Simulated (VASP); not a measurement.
# Bi (Pm-3m) in VASP: single point with PBE

Aim: the single point of Bi with PBE.

Program: VASP 6.6.1. These are calculated values, not measurements. Logs are shortened: lines on timing, memory, paths and dates and some standing lists are left out, and cuts for length are marked.

### 1 The cell of the first run

The structure is cubic, space group Pm-3m (No. 221). Conventional cell: a = 3.246 Å, b = 3.246 Å, c = 3.246 Å, α = 90.00°, β = 90.00°, γ = 90.00°. Bi (site symmetry m-3m) has 6 Bi at 3.25 Å within 4.3 Å.

### 2 Single point, PBE

INCAR reads:

```
ALGO = Normal
EDIFF = 1E-7
ENCUT = 520
GGA = PE
ISIF = 2
ISMEAR = 0
LASPH = True
LCHARG = False
LREAL = False
LWAVE = False
NBANDS = 14
NELM = 100
PREC = Accurate
SIGMA = 0.1
```

KPOINTS reads:

```
k-points
0
Gamma
  6 6 6
```

POSCAR reads:

```
Bi
1.0
    3.2462846655      0.0000000000      0.0000000000
    0.0000000000      3.2462846655      0.0000000000
    0.0000000000      0.0000000000      3.2462846655
Bi
1
Direct
    0.0000000000      0.0000000000      0.0000000000
```

Potentials or basis: VASP PAW PBE potentials, release 64 (Bi_d).

The run is started by

```sh
cat potpaw_PBE.64/Bi_d/POTCAR > POTCAR
mpirun -np 1 vasp_std > vasp.out
```

OUTCAR:

```text
EDIFF = 1E-7
   ENCUT = 520
   GGA = PE
   ISIF = 2
   ISMEAR = 0
   LASPH = True
   LREAL = False
   NELM = 100
   PREC = Accurate

 ion  position               nearest neighbor table
   1  0.000  0.000  0.000-

  LATTYP: Found a simple cubic cell.
 ALAT       =     3.2462846655

  Lattice vectors:

 A1 = (   3.2462846655,   0.0000000000,   0.0000000000)
 A2 = (   0.0000000000,   3.2462846655,   0.0000000000)
 A3 = (   0.0000000000,   0.0000000000,   3.2462846655)

Analysis of symmetry for initial positions (statically):
=====================================================================
 Subroutine PRICEL returns:
 Original cell was already a primitive cell.

 Routine SETGRP: Setting up the symmetry group for a
 simple cubic supercell.

 Subroutine GETGRP returns: Found 48 space group operations
 (whereof 48 operations were pure point group operations)
 out of a pool of 48 trial point group operations.

The static configuration has the point symmetry O_h .

Analysis of symmetry for dynamics (positions and initial velocities):
=====================================================================
 Subroutine PRICEL returns:
 Original cell was already a primitive cell.

 Routine SETGRP: Setting up the symmetry group for a
 simple cubic supercell.

 Subroutine GETGRP returns: Found 48 space group operations
 (whereof 48 operations were pure point group operations)
 out of a pool of 48 trial point group operations.

The dynamic configuration has the point symmetry O_h .

 Subroutine INISYM returns: Found 48 space group operations
 (whereof 48 operations are pure point group operations),
 and found     1 'primitive' translations

----------------------------------------------------------------------------------------

                                     Primitive cell

  volume of cell :      34.2105

  direct lattice vectors                    reciprocal lattice vectors
     3.246284666  0.000000000  0.000000000     0.308044458  0.000000000  0.000000000
     0.000000000  3.246284666  0.000000000     0.000000000  0.308044458  0.000000000
     0.000000000  0.000000000  3.246284666     0.000000000  0.000000000  0.308044458

  length of vectors
     3.246284666  3.246284666  3.246284666     0.308044458  0.308044458  0.308044458

  position of ions in fractional coordinates (direct lattice)
     0.000000000  0.000000000  0.000000000

  ion indices of the primitive-cell ions
   primitive index   ion index
                 1           1

----------------------------------------------------------------------------------------

 KPOINTS: k-points

Automatic generation of k-mesh.
 Grid dimensions read from file:
 generate k-points for:    6    6    6

 Generating k-lattice:

  Cartesian coordinates                     Fractional coordinates (reciprocal lattice)
     0.051340743  0.000000000  0.000000000     0.166666667  0.000000000  0.000000000
     0.000000000  0.051340743  0.000000000     0.000000000  0.166666667  0.000000000
     0.000000000  0.000000000  0.051340743     0.000000000  0.000000000  0.166666667

  Length of vectors
     0.051340743  0.051340743  0.051340743

  Shift w.r.t. Gamma in fractional coordinates (k-lattice)
     0.000000000  0.000000000  0.000000000

 Subroutine IBZKPT returns following result:
 ===========================================

 Found     20 irreducible k-points:

 Following reciprocal coordinates:
            Coordinates               Weight
  0.000000  0.000000  0.000000      1.000000
  0.166667  0.000000  0.000000      6.000000
  0.333333  0.000000  0.000000      6.000000
  0.500000  0.000000  0.000000      3.000000
  0.166667  0.166667  0.000000     12.000000
  0.333333  0.166667  0.000000     24.000000
[... 12 lines left out ...]
  0.500000  0.500000  0.333333      6.000000
  0.500000  0.500000  0.500000      1.000000
   k-points           NKPTS =     20   k-points in BZ     NKDIM =     20   number of bands    NBANDS=     14
   number of dos      NEDOS =    301   number of ions     NIONS =      1
   total plane-waves  NPLWV =  13824
   dimension x,y,z NGX =    24 NGY =   24 NGZ =   24
   dimension x,y,z NGXF=    48 NGYF=   48 NGZF=   48
   ions per type =               1
   NGX,Y,Z   is equivalent  to a cutoff of  12.29, 12.29, 12.29 a.u.
   NGXF,Y,Z  is equivalent  to a cutoff of  24.58, 24.58, 24.58 a.u.
 SYSTEM =  unknown system
   PREC   = accura    normal or accurate (medium, high low for compatibility)
   ISTART =      0    job   : 0-new  1-cont  2-samecut
   ICHARG =      2    charge: 1-file 2-atom 10-const
   ISPIN  =      1    spin polarized calculation?
   LNONCOLLINEAR =      F non collinear calculations
   LSORBIT =      F    spin-orbit coupling
   LASPH  =      T    aspherical Exc in radial PAW
   ENCUT  =  520.0 eV  38.22 Ry    6.18 a.u.   6.04  6.04  6.04*2*pi/ulx,y,z
   NELM   =    100;   NELMIN=  2; NELMDL= -5     # of ELM steps
   EDIFF  = 0.1E-06   stopping-criterion for ELM
   LREAL  =      F    real-space projection
   EDIFFG = 0.1E-05   stopping-criterion for IOM
   NSW    =      0    number of steps for IOM
   IBRION =     -1    ionic relax: 0-MD 1-quasi-New 2-CG
   NFREE  =      0    steps in history (QN), initial steepest desc. (CG)
   ISIF   =      2    stress and relaxation
   ISYM   =      2    0-nonsym 1-usesym 2-fastsym
   POTIM  = 0.5000    time-step for ionic-motion
   TEBEG  =    0.0;   TEEND  =   0.0 temperature during run
   PSTRESS=    0.0 pullay stress
   NELECT =      15.0000    total number of electrons
   NUPDOWN=      -1.0000    fix difference up-down
   EMIN   =  10.00;   EMAX   =-10.00  energy-range for DOS
   EFERMI =   0.00;   METHOD = LEGACY
   ISMEAR =     0;   SIGMA  =   0.10  broadening in eV -4-tet -1-fermi 0-gaus
   EFERMI_NEDOS =   21; number of points for ismear=-14 and -15
   IALGO  =     38    algorithm
   IMIX   =      4    mixing-type and parameters
     AMIX     =   0.40;   BMIX     =  1.00
     AMIX_MAG =   1.60;   BMIX_MAG =  1.00
  volume/ion in A,a.u.               =      34.21       230.86
  Fermi-wavevector in a.u.,A,eV,Ry     =   1.243709  2.350269 21.045644  1.546811
  Thomas-Fermi vector in A             =   2.378008
   LORBIT       =      0    0 simple, 1 ext, 2 COOP (PROOUT), +10 PAW based schemes
   GGA     = PE    functional components
   LHFCALC =     F    Hartree Fock is set to
   AEXX    =    0.0000 exact exchange contribution
   IVDW    =     0    specifies the selected vdW correction
   LEPSILON=     F    determine dielectric tensor
   LRPA    =     F    only Hartree local field effects (RPA)
 non-spin polarized calculation
 Gauss-broadening in eV      SIGMA  =   0.10
  energy-cutoff  :      520.00
  volume of cell :       34.21
 maximum number of plane-waves:       931
   NGX = 13   NGY = 13   NGZ = 13

 number of electron      15.0000000 magnetization

 Free energy of the ion-electron system (eV)
  ---------------------------------------------------
  ext. energy  EPLUGINS =         0.00000000
  ---------------------------------------------------
  free energy    TOTEN  =        -3.90017671 eV

  energy without entropy =       -3.89920731  energy(sigma->0) =       -3.89969201

 E-fermi :   6.8448     XC(G=0):  -9.6867

 val. band max:        6.7321043960   @ k =   0.1667   0.0000   0.0000
 cond. band min:       6.9869820309   @ k =   0.1667   0.1667   0.0000
 fundamental gap:      0.2548776349
 Fermi energy:         6.8448352578

 k-point     1 :       0.0000    0.0000    0.0000
  band No.  band energies     occupation
      1     -16.2859      2.00000
      2     -16.2859      2.00000
      3     -15.9613      2.00000
      4     -15.9613      2.00000
      5     -15.9613      2.00000
      6      -6.4810      2.00000
      7       9.8169      0.00000
      8       9.8169      0.00000
      9       9.8169      0.00000
     10      13.0111      0.00000
     11      14.4872      0.00000
     12      14.4872      0.00000
     13      23.5865      0.00000
     14      23.5865      0.00000

 k-point     2 :       0.1667    0.0000    0.0000
  band No.  band energies     occupation
      1     -16.2824      2.00000
      2     -16.2176      2.00000
      3     -15.9825      2.00000
      4     -15.9825      2.00000
      5     -15.9595      2.00000
      6      -6.1391      2.00000
      7       6.7321      1.88912
      8      10.1948      0.00000
      9      10.1948      0.00000
     10      13.7905      0.00000
     11      14.7600      0.00000
     12      17.7517      0.00000
     13      21.6581      0.00000
     14      22.4963      0.00000

 k-point     3 :       0.3333    0.0000    0.0000
  band No.  band energies     occupation
      1     -16.2754      2.00000
      2     -16.0809      2.00000
      3     -16.0247      2.00000
      4     -16.0247      2.00000
      5     -15.9561      2.00000
      6      -5.2405      2.00000
      7       3.2453      2.00000
      8      11.1102      0.00000
      9      11.1102      0.00000
     10      14.7928      0.00000
     11      15.5924      0.00000
     12      19.0695      0.00000
     13      19.0776      0.00000
     14      19.9973      0.00000
[... 256 lines left out ...]
 k-point    19 :       0.5000    0.5000    0.3333
  band No.  band energies     occupation
      1     -16.1444      2.00000
      2     -16.1152      2.00000
      3     -16.1152      2.00000
      4     -15.9101      2.00000
      5     -15.8336      2.00000
      6      -1.4646      2.00000
      7       4.7365      2.00000
      8       4.7365      2.00000
      9       7.0067      0.02207
     10      10.7346      0.00000
     11      13.2582      0.00000
     12      13.2582      0.00000
     13      15.0813      0.00000
     14      27.7451      0.00000

 k-point    20 :       0.5000    0.5000    0.5000
  band No.  band energies     occupation
      1     -16.1410      2.00000
      2     -16.1410      2.00000
      3     -16.1410      2.00000
      4     -15.8322      2.00000
      5     -15.8322      2.00000
      6      -0.7785      2.00000
      7       5.2946      2.00000
      8       5.2946      2.00000
      9       5.2946      2.00000
     10      12.0333      0.00000
     11      12.0333      0.00000
     12      12.0333      0.00000
     13      13.0573      0.00000
     14      28.9787      0.00000

------------------------ aborting loop because EDIFF is reached ----------------------------------------

  FORCE on cell =-STRESS in cart. coord.  units (eV):
  Direction    XX          YY          ZZ          XY          YZ          ZX
  --------------------------------------------------------------------------------------
  -------------------------------------------------------------------------------------
  Total        0.3163455      0.3163455      0.3163455      0.0000000     -0.0000000      0.0000000
  in kB       14.8153658     14.8153658     14.8153658      0.0000000     -0.0000000      0.0000000
  external PRESSURE =      14.8153658 kB  Pullay stress =       0.0000000 kB

 VOLUME and BASIS-vectors are now :
 -----------------------------------------------------------------------------
  energy-cutoff  :      520.00
  volume of cell :       34.21
      direct lattice vectors                 reciprocal lattice vectors
     3.246284666  0.000000000  0.000000000     0.308044458  0.000000000  0.000000000
     0.000000000  3.246284666  0.000000000     0.000000000  0.308044458  0.000000000
     0.000000000  0.000000000  3.246284666     0.000000000  0.000000000  0.308044458

 POSITION                                       TOTAL-FORCE (eV/Angst)
 -----------------------------------------------------------------------------------
      0.00000      0.00000      0.00000         0.000000      0.000000      0.000000
 -----------------------------------------------------------------------------------
    total drift:                                0.000000     -0.000000      0.000000

  FREE ENERGIE OF THE ION-ELECTRON SYSTEM (eV)
  ---------------------------------------------------
  free  energy   TOTEN  =        -3.9001767134 eV

  energy  without entropy=       -3.8992073084  energy(sigma->0) =       -3.89969201
```

It took 3.8 s on 1 thread of Intel Xeon Platinum 8375C at 2.90GHz (Ice Lake), shared host; peak memory 0.13 GiB.

Results:

| Property | Result |
| --- | --- |
| Free energy | -3.9002 eV |
| Pressure | 1.5 GPa |

Caveat: spin-orbit coupling is left out, which moves the levels of the heavy elements.
